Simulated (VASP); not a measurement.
Input of a VASP 6.6.1 run:

The input INCAR:

```
  PREC = Accurate
  ENCUT = 600
  EDIFF = 1E-6
  ISMEAR = 0
  SIGMA = 0.02
  LREAL = False
  LASPH = True
  NELM = 120
  ALGO = Normal
  ISIF = 2
  LWAVE = False
  LCHARG = True
  LELF = True
  LVHAR = True
  NBANDS = 16
  GGA_COMPAT = False
```

Contents of KPOINTS:

```
regular mesh
0
Gamma
  10 10 10
```

POSCAR

```
GaN
1.0
    0.0000000000      2.2277008268      2.2277008268
    2.2277008268      0.0000000000      2.2277008268
    2.2277008268      2.2277008268      0.0000000000
Ga N
1 1
Direct
    0.0000000000      0.0000000000      0.0000000000
    0.2500000000      0.2500000000      0.2500000000
```

Potentials or basis: VASP PAW LDA potentials, release 64 (Ga_d, N).

Command:

```console
$ cat potpaw_LDA.64/Ga_d/POTCAR potpaw_LDA.64/N/POTCAR > POTCAR
$ mpirun -np 1 vasp_std > vasp.out
```

Problem. Estimate the pressure.

Solution. 1.0 GPa.

Problem. Predict the band gap on the k mesh.

Solution. 1.97 eV, direct.
